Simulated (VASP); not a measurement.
# LiF (Fm-3m) in VASP: settings compared

LiF is run at these levels: PBEsol+D3(BJ), PBEsol, PBEsol+D4; tasks: single point, relaxation of cell and atoms.

All numbers are computed with VASP 6.6.1; they aren't measurements. Logs are shortened: lines on timing, memory, paths and dates and some standing lists are left out, and cuts for length are marked.

## (1) The cell of the first run

It takes space group Fm-3m (No. 225, cubic). The conventional cell has a = 4.028 Å, b = 4.028 Å, c = 4.028 Å, α = 90.00°, β = 90.00°, γ = 90.00°. F (site symmetry m-3m) has 6 Li at 2.01 Å within 2.7 Å. Li (site symmetry m-3m) has 6 F at 2.01 Å within 2.7 Å.

## (2) Single point, PBEsol+D3(BJ)

File INCAR:

```
SYSTEM = LiF
PREC     = Accurate       ! precision mode
ENCUT    = 520            ! plane-wave cutoff, eV
EDIFF    = 1E-6           ! SCF threshold, eV
ISMEAR   = -1             ! smearing method
SIGMA    = 0.05           ! smearing width, eV
LREAL    = .FALSE.        ! projectors in reciprocal space
LASPH    = .TRUE.         ! aspherical terms in the spheres
NELM     = 100            ! most SCF steps
ALGO     = Normal         ! electronic algorithm
ISIF     = 2              ! what is computed and relaxed
LWAVE    = .FALSE.        ! write WAVECAR
LCHARG   = .FALSE.        ! write CHGCAR
GGA      = PS             ! functional
IVDW     = 12             ! dispersion correction
NBANDS   = 12             ! bands
```

File KPOINTS:

```
Automatic mesh
0
G
  11 11 11
  0 0 0
```

File POSCAR:

```
LiF
1.0
    0.0000000000      2.0140000000      2.0140000000
    2.0140000000      0.0000000000      2.0140000000
    2.0140000000      2.0140000000      0.0000000000
F Li
1 1
Direct
    0.5000000000      0.5000000000      0.5000000000
    0.0000000000      0.0000000000      0.0000000000
```

Potentials or basis: VASP PAW PBE potentials, release 64 (F, Li_sv).

Command:

```bash
$ cat potpaw_PBE.64/F/POTCAR potpaw_PBE.64/Li_sv/POTCAR > POTCAR
$ mpirun -np 1 vasp_std > vasp.out
```

OUTCAR:

```text
SYSTEM = LiF
   PREC = Accurate
   ENCUT = 520
   EDIFF = 1E-6
   ISMEAR = -1
   LREAL = .FALSE.
   LASPH = .TRUE.
   NELM = 100
   ISIF = 2
   GGA = PS
   IVDW = 12
 IVDW          = 12

 ion  position               nearest neighbor table
   1  0.500  0.500  0.500-   2 2.01   2 2.01   2 2.01   2 2.01   2 2.01   2 2.01
   2  0.000  0.000  0.000-   1 2.01   1 2.01   1 2.01   1 2.01   1 2.01   1 2.01

  LATTYP: Found a face centered cubic cell.
 ALAT       =     4.0280000000

  Lattice vectors:

 A1 = (   0.0000000000,   2.0140000000,   2.0140000000)
 A2 = (   2.0140000000,   0.0000000000,   2.0140000000)
 A3 = (   2.0140000000,   2.0140000000,   0.0000000000)

Analysis of symmetry for initial positions (statically):
=====================================================================
 Subroutine PRICEL returns:
 Original cell was already a primitive cell.

 Routine SETGRP: Setting up the symmetry group for a
 face centered cubic supercell.

 Subroutine GETGRP returns: Found 48 space group operations
 (whereof 48 operations were pure point group operations)
 out of a pool of 48 trial point group operations.

The static configuration has the point symmetry O_h .

Analysis of symmetry for dynamics (positions and initial velocities):
=====================================================================
 Subroutine PRICEL returns:
 Original cell was already a primitive cell.

 Routine SETGRP: Setting up the symmetry group for a
 face centered cubic supercell.

 Subroutine GETGRP returns: Found 48 space group operations
 (whereof 48 operations were pure point group operations)
 out of a pool of 48 trial point group operations.

The dynamic configuration has the point symmetry O_h .

 Subroutine INISYM returns: Found 48 space group operations
 (whereof 48 operations are pure point group operations),
 and found     1 'primitive' translations

----------------------------------------------------------------------------------------

                                     Primitive cell

  volume of cell :      16.3384

  direct lattice vectors                    reciprocal lattice vectors
     0.000000000  2.014000000  2.014000000    -0.248262165  0.248262165  0.248262165
     2.014000000  0.000000000  2.014000000     0.248262165 -0.248262165  0.248262165
     2.014000000  2.014000000  0.000000000     0.248262165  0.248262165 -0.248262165

  length of vectors
     2.848226115  2.848226115  2.848226115     0.430002683  0.430002683  0.430002683

  position of ions in fractional coordinates (direct lattice)
     0.500000000  0.500000000  0.500000000
     0.000000000  0.000000000  0.000000000
[... 89 lines left out ...]
   NUPDOWN=      -1.0000    fix difference up-down
   EMIN   =  10.00;   EMAX   =-10.00  energy-range for DOS
   EFERMI =   0.00;   METHOD = LEGACY
   ISMEAR =    -1;   SIGMA  =   0.05  broadening in eV -4-tet -1-fermi 0-gaus
   EFERMI_NEDOS =   21; number of points for ismear=-14 and -15
   IALGO  =     38    algorithm
   IMIX   =      4    mixing-type and parameters
     AMIX     =   0.40;   BMIX     =  1.00
     AMIX_MAG =   1.60;   BMIX_MAG =  1.00
  volume/ion in A,a.u.               =       8.17        55.13
  Fermi-wavevector in a.u.,A,eV,Ry     =   1.389970  2.626662 26.286674  1.932016
  Thomas-Fermi vector in A             =   2.513950
   LORBIT       =      0    0 simple, 1 ext, 2 COOP (PROOUT), +10 PAW based schemes
   GGA     = PS    functional components
   LHFCALC =     F    Hartree Fock is set to
   AEXX    =    0.0000 exact exchange contribution
   IVDW    =    12    specifies the selected vdW correction
   LEPSILON=     F    determine dielectric tensor
   LRPA    =     F    only Hartree local field effects (RPA)
 non-spin polarized calculation
  energy-cutoff  :      520.00
  volume of cell :       16.34
 maximum number of plane-waves:       459
 NGX is ok and might be reduce to    24
   NGX = 11   NGY = 11   NGZ = 11

 number of electron      10.0000000 magnetization

 number of electron       9.9999992 magnetization

 Free energy of the ion-electron system (eV)
  ---------------------------------------------------
  ext. energy  EPLUGINS =         0.00000000
  ---------------------------------------------------
  free energy    TOTEN  =        -9.85187922 eV

  energy without entropy =       -9.85187922  energy(sigma->0) =       -9.85187922

 E-fermi :  -0.0033     XC(G=0): -10.2024

 val. band max:       -1.1081401087   @ k =   0.0000   0.0000   0.0000
 cond. band min:       7.8071965751   @ k =   0.0000   0.0000   0.0000
 fundamental gap:      8.9153366837
 Fermi energy:        -0.0032587953

 k-point     1 :       0.0000    0.0000    0.0000
  band No.  band energies     occupation
      1     -41.3167      2.00000
      2     -20.9728      2.00000
      3      -1.1081      2.00000
      4      -1.1081      2.00000
      5      -1.1081      2.00000
      6       7.8072      0.00000
      7      22.7185      0.00000
      8      22.7185      0.00000
      9      22.7185      0.00000
     10      23.0007      0.00000
     11      23.0007      0.00000
     12      23.0007      0.00000
[... 331 lines left out ...]
 k-point    24 :      -0.1818    0.1818    0.0000
  band No.  band energies     occupation
      1     -41.2744      2.00000
      2     -20.6776      2.00000
      3      -2.5903      2.00000
      4      -1.8357      2.00000
      5      -1.1849      2.00000
      6       9.7169      0.00000
      7      15.7760      0.00000
      8      18.7334      0.00000
      9      19.0124      0.00000
     10      25.4340      0.00000
     11      25.8491      0.00000
     12      28.8130      0.00000

 [... further k-points ...]

------------------------ aborting loop because EDIFF is reached ----------------------------------------

 Edisp (eV)   -0.28883

 E8    (eV) :    -0.1708

  FORCE on cell =-STRESS in cart. coord.  units (eV):
  Direction    XX          YY          ZZ          XY          YZ          ZX
  --------------------------------------------------------------------------------------
  -------------------------------------------------------------------------------------
  Total      -0.42624    -0.42624    -0.42624     0.00000     0.00000    -0.00000
  in kB     -41.79842   -41.79842   -41.79842     0.00000     0.00000    -0.00000
  external pressure =      -41.80 kB  Pullay stress =        0.00 kB

 VOLUME and BASIS-vectors are now :
 -----------------------------------------------------------------------------
  energy-cutoff  :      520.00
  volume of cell :       16.34
      direct lattice vectors                 reciprocal lattice vectors
     0.000000000  2.014000000  2.014000000    -0.248262165  0.248262165  0.248262165
     2.014000000  0.000000000  2.014000000     0.248262165 -0.248262165  0.248262165
     2.014000000  2.014000000  0.000000000     0.248262165  0.248262165 -0.248262165

 POSITION                                       TOTAL-FORCE (eV/Angst)
 -----------------------------------------------------------------------------------
      2.01400      2.01400      2.01400        -0.000000     -0.000000      0.000000
      0.00000      0.00000      0.00000         0.000000      0.000000     -0.000000
 -----------------------------------------------------------------------------------
    total drift:                               -0.000000     -0.000000      0.000000

  FREE ENERGIE OF THE ION-ELECTRON SYSTEM (eV)
  ---------------------------------------------------
  free  energy   TOTEN  =       -10.1407086654 eV

  energy  without entropy=      -10.1407086653  energy(sigma->0) =      -10.14070867
```

Run time: 14 s. Hardware: 1 thread of Intel Xeon 8259CL, shared host; peak memory 0.15 GiB.

Results:

```
Free energy                : -10.1407 eV
Band gap on the k mesh     : 8.92 eV
Dispersion energy per atom : -0.144 eV
```

Levels at points of the mesh, in eV from the valence-band top:
```csv
k point,band 3,band 4,band 5,band 6,band 7,band 8
"(0.00, 0.00, 0.00)",0.00,0.00,0.00,8.92,23.83,23.83
```

Caveat: the cutoff is under 1.25 times the usual one of these potentials, so pressure, stress and relaxed cells hold a basis-set (Pulay) error; three body term missing; the PAW data sets were made with another functional, which shifts forces and pressure a little; an odd mesh through Γ misses points on the zone boundary, where band edges can lie.

## (3) Relaxation of cell and atoms, PBEsol

File INCAR:

```
SYSTEM = LiF
  ALGO = Normal
  EDIFF = 1E-6
  EDIFFG = -0.01
  ENCUT = 600
  GGA = PS
  IBRION = 2
  ISIF = 3
  ISMEAR = -1
  LASPH = .TRUE.
  LCHARG = .FALSE.
  LREAL = .FALSE.
  LWAVE = .FALSE.
  NELM = 80
  NSW = 60
  PREC = Accurate
  SIGMA = 0.05
```

File KPOINTS:

```
k-points
0
G
  11 11 11
  0 0 0
```

POSCAR is that of step 2.

Potentials or basis: VASP PAW PBE potentials, release 64 (F, Li_sv).

Command:

```bash
$ cat potpaw_PBE.64/F/POTCAR potpaw_PBE.64/Li_sv/POTCAR > POTCAR
$ mpirun -np 1 vasp_std > vasp.out
```

It took 22 s on 1 thread of Intel Xeon 8259CL, shared host; peak memory 0.14 GiB.

Results (log left out):

```
Free energy                           : -9.8568 eV
Relaxed volume                        : 8.00 Å³/atom
Relaxed cell                          : a = 2.829 Å, b = 2.829 Å, c = 2.829 Å, α = 60.00°, β = 60.00°, γ = 60.00°
Space group after relaxing (to 0.1 Å) : Fm-3m (No. 225)
Energy gained by relaxing             : 0.9 meV/atom
Ionic steps                           : 3
Pressure after relaxing               : -0.2 GPa
Band gap on the k mesh                : 9.10 eV
```

Step by step:
| step | energy change (eV) | largest force (eV/Å) | pressure (GPa) | volume (Å³) |
| --- | --- | --- | --- | --- |
| 1 | 0.0000 | 0.0000 | -1.55 | 16.34 |
| 2 | -0.0014 | 0.0000 | -0.80 | 16.15 |
| 3 | -0.0018 | 0.0000 | -0.19 | 16.01 |

Final structure:
```
CELL_PARAMETERS angstrom
0.00000 2.00035 2.00035
2.00035 0.00000 2.00035
2.00035 2.00035 0.00000
ATOMIC_POSITIONS crystal
F 0.50000 0.50000 0.50000
Li 0.00000 0.00000 0.00000
```

Levels at points of the mesh, in eV from the valence-band top:
| k point | band 1 | band 2 | band 3 | band 4 | band 5 | band 6 | band 7 | band 8 | band 9 |
| --- | --- | --- | --- | --- | --- | --- | --- | --- | --- |
| (0.00, 0.00, 0.00) | -40.16 | -19.92 | 0.00 | 0.00 | 0.00 | 9.10 | 24.09 | 24.09 | 24.09 |

Caveat: the cutoff is under 1.25 times the usual one of these potentials, so pressure, stress and relaxed cells hold a basis-set (Pulay) error; the PAW data sets were made with another functional, which shifts forces and pressure a little; an odd mesh through Γ misses points on the zone boundary, where band edges can lie. A hybrid or GW would open this gap; PBEsol tends to underestimate it.

## (4) Relaxation of cell and atoms, PBEsol+D3(BJ)

File INCAR:

```
PREC = Accurate
ENCUT = 600
EDIFF = 1E-6
ISMEAR = -1
SIGMA = 0.05
LREAL = False
LASPH = True
NELM = 60
ALGO = Normal
ISIF = 3
LWAVE = False
LCHARG = False
GGA = PS
IVDW = 12
IBRION = 2
NSW = 60
EDIFFG = -0.01
```

File KPOINTS:

```
Automatic mesh
0
Gamma
  11 11 11
```

POSCAR is that of step 3.

Potentials or basis: VASP PAW PBE potentials, release 64 (F, Li_sv).

Command:

```bash
$ cat potpaw_PBE.64/F/POTCAR potpaw_PBE.64/Li_sv/POTCAR > POTCAR
$ mpirun -np 1 vasp_std > vasp.out
```

OUTCAR:

```text
PREC = Accurate
   ENCUT = 600
   EDIFF = 1E-6
   ISMEAR = -1
   LREAL = False
   LASPH = True
   NELM = 60
   ISIF = 3
   GGA = PS
   IVDW = 12
   IBRION = 2
   NSW = 60
   EDIFFG = -0.01
 IVDW          = 12

 ion  position               nearest neighbor table
   1  0.500  0.500  0.500-   2 2.01   2 2.01   2 2.01   2 2.01   2 2.01   2 2.01
   2  0.000  0.000  0.000-   1 2.01   1 2.01   1 2.01   1 2.01   1 2.01   1 2.01

  LATTYP: Found a face centered cubic cell.
 ALAT       =     4.0280000000

  Lattice vectors:

 A1 = (   0.0000000000,   2.0140000000,   2.0140000000)
 A2 = (   2.0140000000,   0.0000000000,   2.0140000000)
 A3 = (   2.0140000000,   2.0140000000,   0.0000000000)

Analysis of symmetry for initial positions (statically):
=====================================================================
 Subroutine PRICEL returns:
 Original cell was already a primitive cell.

 Routine SETGRP: Setting up the symmetry group for a
 face centered cubic supercell.

 Subroutine GETGRP returns: Found 48 space group operations
 (whereof 48 operations were pure point group operations)
 out of a pool of 48 trial point group operations.

The static configuration has the point symmetry O_h .

Analysis of symmetry for dynamics (positions and initial velocities):
=====================================================================
 Subroutine PRICEL returns:
 Original cell was already a primitive cell.

[... 150 lines left out ...]

 Free energy of the ion-electron system (eV)
  ---------------------------------------------------
  ext. energy  EPLUGINS =         0.00000000
  ---------------------------------------------------
  free energy    TOTEN  =        -9.85495608 eV

  energy without entropy =       -9.85495608  energy(sigma->0) =       -9.85495608

------------------------ aborting loop because EDIFF is reached ----------------------------------------

 Edisp (eV)   -0.28883

 E8    (eV) :    -0.1708
[... 111 lines left out ...]
--------------------------------------- Ionic step        4  -------------------------------------------

 number of electron      10.0000003 magnetization

 Free energy of the ion-electron system (eV)
  ---------------------------------------------------
  ext. energy  EPLUGINS =         0.00000000
  ---------------------------------------------------
  free energy    TOTEN  =        -9.85051435 eV

  energy without entropy =       -9.85051435  energy(sigma->0) =       -9.85051435

 E-fermi :   0.3563     XC(G=0): -10.5246

 val. band max:       -0.7137921615   @ k =   0.0000   0.0000   0.0000
 cond. band min:       8.7853473190   @ k =   0.0000   0.0000   0.0000
 fundamental gap:      9.4991394805
 Fermi energy:         0.3562701939

 k-point     1 :       0.0000    0.0000    0.0000
  band No.  band energies     occupation
      1     -40.7899      2.00000
      2     -20.7588      2.00000
      3      -0.7138      2.00000
      4      -0.7138      2.00000
      5      -0.7138      2.00000
      6       8.7853      0.00000
      7      23.9334      0.00000
      8      23.9334      0.00000
      9      23.9334      0.00000
[... 265 lines left out ...]
 k-point    24 :      -0.1818    0.1818    0.0000
  band No.  band energies     occupation
      1     -40.7347      2.00000
      2     -20.4327      2.00000
      3      -2.3013      2.00000
      4      -1.5170      2.00000
      5      -0.7983      2.00000
      6      10.6439      0.00000
      7      16.6422      0.00000
      8      19.8386      0.00000
      9      19.9748      0.00000

 [... further k-points ...]

------------------------ aborting loop because EDIFF is reached ----------------------------------------

 Edisp (eV)   -0.30815

 E8    (eV) :    -0.1823
[... 25 lines left out ...]
  FREE ENERGIE OF THE ION-ELECTRON SYSTEM (eV)
  ---------------------------------------------------
  free  energy   TOTEN  =       -10.1586650360 eV

  energy  without entropy=      -10.1586650360  energy(sigma->0) =      -10.15866504

 reached required accuracy - stopping structural energy minimisation
```

Wall time 30 s (1 thread of Intel Xeon 8259CL, shared host); peak memory 0.15 GiB.

What came out:

| Quantity | Value |
| --- | --- |
| Free energy | -10.1587 eV |
| Relaxed volume | 7.67 Å³/atom |
| Relaxed cell | a = 2.788 Å, b = 2.788 Å, c = 2.788 Å, α = 60.00°, β = 60.00°, γ = 60.00° |
| Space group after relaxing (to 0.1 Å) | Fm-3m (No. 225) |
| Energy gained by relaxing | 7.4 meV/atom |
| Ionic steps | 4 |
| Pressure after relaxing | 0.0 GPa |
| Band gap on the k mesh | 9.50 eV |
| Dispersion energy per atom | -0.154 eV |

Step by step:
```tsv
step	energy change (eV)	largest force (eV/Å)	pressure (GPa)	volume (Å³)
1	0.0000	0.0000	-4.44	16.34
2	-0.0113	0.0000	-2.30	15.81
3	-0.0148	0.0000	-0.38	15.41
4	-0.0149	0.0000	-0.01	15.33
```

Final structure:
```
F Li
1.0
     0.00000    1.97177    1.97177
     1.97177    0.00000    1.97177
     1.97177    1.97177    0.00000
F Li
1 1
Direct
  0.50000 0.50000 0.50000
  0.00000 0.00000 0.00000
```

Levels at points of the mesh, in eV from the valence-band top:
```csv
k point,band 3,band 4,band 5,band 6,band 7,band 8
"(0.00, 0.00, 0.00)",0.00,0.00,0.00,9.50,24.65,24.65
```

Caveat: the cutoff is under 1.25 times the usual one of these potentials, so pressure, stress and relaxed cells hold a basis-set (Pulay) error; the PAW data sets were made with another functional, which shifts forces and pressure a little; an odd mesh through Γ misses points on the zone boundary, where band edges can lie.

## (5) Relaxation of cell and atoms, PBEsol+D4

File INCAR:

```
SYSTEM = LiF
PREC = Accurate
ENCUT = 600
EDIFF = 1E-6
ISMEAR = -1
SIGMA = 0.05
LREAL = .False.
LASPH = .True.
NELM = 100
ALGO = Normal
ISIF = 3
LWAVE = .False.
LCHARG = .False.
GGA = PS
IVDW = 13
IBRION = 2
NSW = 60
EDIFFG = -0.01
```

File KPOINTS:

```
regular mesh
0
Gamma
  11 11 11
  0 0 0
```

POSCAR is that of step 4.

Command:

```bash
$ cat potpaw_PBE.64/F/POTCAR potpaw_PBE.64/Li_sv/POTCAR > POTCAR
$ mpirun -np 1 vasp_std > vasp.out
```

It took 42 s on 1 thread of Intel Xeon 8259CL, shared host; peak memory 0.14 GiB.

Results (log left out):

```
Free energy                           : -9.9287 eV
Relaxed volume                        : 7.91 Å³/atom
Relaxed cell                          : a = 2.818 Å, b = 2.818 Å, c = 2.818 Å, α = 60.00°, β = 60.00°, γ = 60.00°
Space group after relaxing (to 0.1 Å) : Fm-3m (No. 225)
Energy gained by relaxing             : 1.9 meV/atom
Ionic steps                           : 4
Pressure after relaxing               : 0.0 GPa
Band gap on the k mesh                : 9.21 eV
Dispersion energy per atom            : -0.036 eV
```

The path:
```csv
step,energy change (eV),largest force (eV/Å),pressure (GPa),volume (Å³)
1,0.0000,0.0000,-2.23,16.34
2,-0.0029,0.0000,-1.15,16.07
3,-0.0038,0.0000,-0.22,15.86
4,-0.0038,0.0000,-0.01,15.82
```

Final structure:
```yaml
crystal:
  lattice:
    - [0.00000, 1.99231, 1.99231]
    - [1.99231, 0.00000, 1.99231]
    - [1.99231, 1.99231, 0.00000]
  atoms:
    - { symbol: F, position: [0.50000, 0.50000, 0.50000] }
    - { symbol: Li, position: [0.00000, 0.00000, 0.00000] }
```

Levels at points of the mesh, in eV from the valence-band top:
| k point | band 1 | band 2 | band 3 | band 4 | band 5 | band 6 | band 7 | band 8 | band 9 |
| --- | --- | --- | --- | --- | --- | --- | --- | --- | --- |
| (0.00, 0.00, 0.00) | -40.14 | -19.95 | 0.00 | 0.00 | 0.00 | 9.21 | 24.25 | 24.25 | 24.25 |

Caveat: the cutoff is under 1.25 times the usual one of these potentials, so pressure, stress and relaxed cells hold a basis-set (Pulay) error; the PAW data sets were made with another functional, which shifts forces and pressure a little; an odd mesh through Γ misses points on the zone boundary, where band edges can lie.

## (6) The runs side by side

```tsv
task	level	cell	cutoff (eV)	gap on the mesh (eV)	pressure (GPa)	relaxed volume (Å³/atom)
single point	PBEsol+D3(BJ)	as given	520	8.92	-	-
relaxation of cell and atoms	PBEsol	relaxed	600	9.10	-0.2	8.00
relaxation of cell and atoms	PBEsol+D3(BJ)	relaxed	600	9.50	0.0	7.67
relaxation of cell and atoms	PBEsol+D4	relaxed	600	9.21	0.0	7.91
```

Alike in all rows: potentials or basis VASP PAW PBE potentials, release 64 (F, Li_sv); no spin polarisation; k mesh 11 × 11 × 11; smearing fermi-dirac 0.05 eV.

Caveats: the cutoff is under 1.25 times the usual one of these potentials, so pressure, stress and relaxed cells hold a basis-set (Pulay) error; the PAW data sets were made with another functional, which shifts forces and pressure a little; an odd mesh through Γ misses points on the zone boundary, where band edges can lie; three body term missing (at least some runs).

Total energies depend on the potentials used, so only differences within one code and one set of settings carry meaning.
